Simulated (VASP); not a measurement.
Input of a VASP 6.6.1 run:

The input INCAR:

```
  PREC = Accurate
  ENCUT = 500
  EDIFF = 1E-7
  ISMEAR = 0
  SIGMA = 0.1
  LREAL = False
  LASPH = True
  NELM = 120
  ALGO = Normal
  ISIF = 3
  LWAVE = False
  LCHARG = False
  GGA = PE
  IBRION = 2
  NSW = 100
  EDIFFG = -0.01
  GGA_COMPAT = False
  NELMIN = 4
```

Contents of KPOINTS:

```
regular mesh
0
Gamma
  6 6 6
```

The input POSCAR:

```
AgI3
1.0
    7.5429792912      0.0000000000      0.0000000000
   -3.7714896456      6.5324116864      0.0000000000
    0.0000000000      0.0000000000      6.0544047049
Ag I
2 6
Direct
    0.3333333333      0.6666666667      0.2500000000
    0.6666666667      0.3333333333      0.7500000000
    0.8330000000      0.6660000000      0.2500000000
    0.1670000000      0.8330000000      0.7500000000
    0.3340000000      0.1670000000      0.2500000000
    0.1670000000      0.3340000000      0.7500000000
    0.8330000000      0.1670000000      0.2500000000
    0.6660000000      0.8330000000      0.7500000000
```

Potentials or basis: VASP PAW PBE potentials, release 64 (Ag, I).

Launch:

```console
$ cat potpaw_PBE.64/Ag/POTCAR potpaw_PBE.64/I/POTCAR > POTCAR
$ mpirun -np 1 vasp_std > vasp.out
```

Problem. Estimate the band gap on the k mesh.

Solution. Zero (bands 32 and 33 overlap by 0.52 eV).

Problem. Predict the relaxed volume.

Solution. 40.34 Å³/atom.

Step by step:
| step | energy change (eV) | largest force (eV/Å) | pressure (GPa) | volume (Å³) |
| --- | --- | --- | --- | --- |
| 1 | 0.0000 | 0.3578 | -1.68 | 298.32 |
| 2 | -0.1721 | 0.3444 | -0.86 | 281.76 |
| 3 | -0.2386 | 0.3015 | 0.29 | 266.20 |
| 4 | -0.2958 | 0.2162 | 0.28 | 265.81 |
| 5 | -0.4717 | 0.0524 | 0.42 | 264.41 |
| 6 | -0.7442 | 0.5922 | 1.62 | 260.63 |
| 7 | 0.2637 | 3.0092 | 9.85 | 248.88 |
| 8 | -0.7258 | 0.7897 | 2.18 | 259.74 |
| 9 | -0.7349 | 0.7985 | 2.20 | 259.82 |
| 10 | -0.7622 | 0.8254 | 2.27 | 260.05 |
| 11 | -0.8161 | 0.8807 | 2.43 | 260.46 |
| 12 | -0.9183 | 1.0016 | 2.80 | 261.19 |
| 13 | -1.0681 | 1.3187 | 3.82 | 262.15 |
| 14 | -0.7798 | 2.4035 | 7.39 | 262.07 |
| 15 | -1.0586 | 1.5442 | 4.51 | 262.37 |
| 16 | -1.2822 | 1.5368 | 4.36 | 266.44 |
| 17 | -1.6899 | 1.6539 | 4.50 | 277.45 |
| 18 | -0.9289 | 2.4023 | 8.08 | 293.38 |
| 19 | -1.5461 | 1.9954 | 5.70 | 285.62 |
| 20 | -2.0327 | 1.4574 | 3.71 | 298.81 |
| 21 | -2.5649 | 0.5378 | 0.53 | 330.33 |
| 22 | -2.6039 | 0.3309 | -0.11 | 340.15 |
| 23 | -2.6078 | 0.2542 | -0.34 | 344.22 |
| 24 | -2.6202 | 0.2519 | -0.30 | 342.80 |
| 25 | -2.6532 | 0.2458 | -0.17 | 338.56 |
| 26 | -2.7008 | 0.2367 | 0.15 | 330.11 |
| 27 | -2.7152 | 0.2357 | 1.03 | 313.36 |
| 28 | -2.7244 | 0.2313 | 0.64 | 319.98 |
| 29 | -2.7451 | 0.1432 | 0.36 | 321.52 |
| 30 | -2.7590 | 0.0033 | -0.09 | 324.32 |
| 31 | -2.7590 | 0.0074 | -0.07 | 324.24 |
| 32 | -2.7592 | 0.0073 | -0.05 | 323.75 |
| 33 | -2.7595 | 0.0071 | -0.01 | 322.72 |

Caveat: a cell axis changed by over 15 % at a fixed basis, so the end point is rough; spin-orbit coupling is left out, which moves the levels of the heavy elements; this functional lacks dispersion, which binds layers or chains, so the pressure and a relaxed spacing across them are unreliable.
